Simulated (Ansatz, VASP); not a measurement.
**One calculation of ZrTi3C2, two programs**

The input INCAR:

```
PREC = Accurate ; ENCUT = 600
EDIFF = 1E-6 ; ISMEAR = 0
SIGMA = 0.1 ; LREAL = False
LASPH = True ; NELM = 120
ALGO = Normal ; ISIF = 2
LWAVE = False ; LCHARG = False
GGA = PE ; NBANDS = 37
GGA_COMPAT = False
```

File KPOINTS:

```
regular mesh
0
Gamma
  10 10 8
```

Contents of POSCAR:

```
ZrTi3C2
1.0
    4.3222618911      0.0000000000      0.0000000000
    0.0000000000      4.3222618911      0.0000000000
    0.0000000000      0.0000000000      4.4643963959
Zr Ti C
1 3 2
Direct
    0.0000000000      0.0000000000      0.0000000000
    0.0000000000      0.5000000000      0.5000000000
    0.5000000000      0.0000000000      0.5000000000
    0.5000000000      0.5000000000      0.0000000000
    0.0000000000      0.0000000000      0.5000000000
    0.5000000000      0.5000000000      0.5000000000
```

Input for Ansatz:

```yaml
crystal:
  lattice:
    - [4.3222618911, 0.0, 0.0]
    - [0.0, 4.3222618911, 0.0]
    - [0.0, 0.0, 4.4643963959]
  atoms:
    - { symbol: Zr, position: [0.0, 0.0, 0.0] }
    - { symbol: Ti, position: [0.0, 0.5, 0.5] }
    - { symbol: Ti, position: [0.5, 0.0, 0.5] }
    - { symbol: Ti, position: [0.5, 0.5, 0.0] }
    - { symbol: C, position: [0.0, 0.0, 0.5] }
    - { symbol: C, position: [0.5, 0.5, 0.5] }
basis:
  ecutwfc: 420
kpoints:
  mp_grid: { grid: [10, 10, 8] }
  band_path:
    path:
      - [[0.0, 0.0, 0.0], [0.0, 0.5, 0.0], [0.5, 0.5, 0.0], [0.0, 0.0, 0.0], [0.0, 0.0, 0.5], [0.0, 0.5, 0.5], [0.5, 0.5, 0.5], [0.0, 0.0, 0.5]]
      - [[0.0, 0.5, 0.0], [0.0, 0.5, 0.5]]
      - [[0.5, 0.5, 0.0], [0.5, 0.5, 0.5]]
    npoints: 14
hamiltonian:
  xc: pbe
scf:
  occupations: { method: gaussian, width: 0.1 }
  n_extra_bands: 15
output:
  forces: true
  stress: true
  eigenvalues: true
  populations: true
  dos: { projected: true, de: 0.02, nscf_kmesh: { grid: [12, 12, 10] } }
  bader: true
```

Alike in both runs: task single point; functional PBE; k mesh 10 × 10 × 8; occupations gaussian, width 0.1 eV; no spin polarisation.

|  | VASP | Ansatz |
| --- | --- | --- |
| version | VASP 6.6.1 | Ansatz 0.2.0 |
| potentials or method | VASP PAW PBE potentials, release 64 (Zr_sv, Ti_sv, C), cutoff 600 eV | scalar-relativistic, plane waves, PAW |
| valence electrons in the cell | 56 | 56 |

Ansatz gave:

```
gap on the k mesh at the Fermi level (eV) : none
pressure (GPa)                            : 0.0
```

Question: Estimate VASP's values.

Answer: gap on the k mesh at the Fermi level (eV): none; pressure (GPa): 0.1.

A gap of «none» marks a metal or a gap that the smearing closes.
